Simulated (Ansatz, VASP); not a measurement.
Two plane-wave programs on CdSe

File POSCAR:

```
CdSe
1.0
    4.3399219990      0.0000000000      0.0000000000
   -2.1699609995      3.7584827016      0.0000000000
    0.0000000000      0.0000000000      7.0783849700
Cd Se
2 2
Direct
    0.3333333333      0.6666666667     -0.0371781186
    0.6666666667      0.3333333333      0.4628218814
    0.3333333333      0.6666666667      0.4131781186
    0.6666666667      0.3333333333      0.9131781186
```

The input INCAR.step1:

```
SYSTEM = CdSe
PREC = Accurate
ENCUT = 520
ISMEAR = 0
SIGMA = 0.01
LREAL = .False.
LASPH = .True.
NELM = 80
NBANDS = 26
GGA = PE
ALGO = Normal
EDIFF = 1E-4
LWAVE = .True.
LCHARG = .False.
```

File INCAR.step2:

```
SYSTEM = CdSe
PREC = Accurate
ENCUT = 520
EDIFF = 1E-6
ISMEAR = 0
SIGMA = 0.01
LREAL = .False.
LASPH = .True.
NELM = 80
ALGO = Normal
ISIF = 2
LWAVE = .False.
LCHARG = .False.
METAGGA = R2SCAN
LMIXTAU = .True.
NBANDS = 26
ISTART = 1
```

The input KPOINTS:

```
regular mesh
0
Gamma
  9 9 4
  0 0 0
```

Input for Ansatz:

```yaml
crystal:
  lattice:
    - [4.339921999, 0.0, 0.0]
    - [-2.1699609995, 3.7584827016, 0.0]
    - [0.0, 0.0, 7.07838497]
  atoms:
    - { symbol: Cd, position: [0.3333333333, 0.6666666667, -0.0371781186] }
    - { symbol: Cd, position: [0.6666666667, 0.3333333333, 0.4628218814] }
    - { symbol: Se, position: [0.3333333333, 0.6666666667, 0.4131781186] }
    - { symbol: Se, position: [0.6666666667, 0.3333333333, 0.9131781186] }
basis:
  ecutwfc: 500
  xc_grid: 2
kpoints:
  mp_grid: { grid: [9, 9, 4] }
hamiltonian:
  xc: r2scan
  pseudopotentials: { kind: paw, azcp: { folder: soft_1 } }
scf:
  occupations: { method: fixed }
output:
  forces: true
  stress: true
  eigenvalues: true
  polarization: {}
```

Change from the starting cell: polar distortion scaled by 0.40.

Alike in both runs: task single point; functional r2SCAN; k mesh 9 × 9 × 4; no spin polarisation.

|  | VASP | Ansatz |
| --- | --- | --- |
| version | VASP 6.6.1 | Ansatz 0.2.0 |
| potentials or method | VASP PAW PBE potentials, release 64 (Cd, Se), cutoff 520 eV | scalar-relativistic, plane waves, PAW |
| occupations | gaussian, width 0.01 eV | fixed |
| valence electrons in the cell | 36 | 72 |

Ansatz gave:

| Quantity | Value |
| --- | --- |
| gap on the k mesh at the Fermi level (eV) | 1.36 |
| least direct gap on the mesh (eV) | 1.36 |
| pressure (GPa) | 2.5 |
| traceless stress, the component that is largest in VASP (GPa) | -4.92 |
| rms of the force components (eV/Å) | 0.347 |

Problem. Which values does VASP return?

Solution. gap on the k mesh at the Fermi level (eV): 1.36; least direct gap on the mesh (eV): 1.36; pressure (GPa): 2.8; traceless stress, the component that is largest in VASP (GPa): -5.14; rms of the force components (eV/Å): 0.356.

VASP's potentials were made for PBE, not for r2SCAN. Atom by atom the forces differ by 0.009 eV/Å (rms over components). VASP's potentials hold 36 valence electrons a cell and Ansatz's 72, so a difference there can come from the potentials and not from the codes.
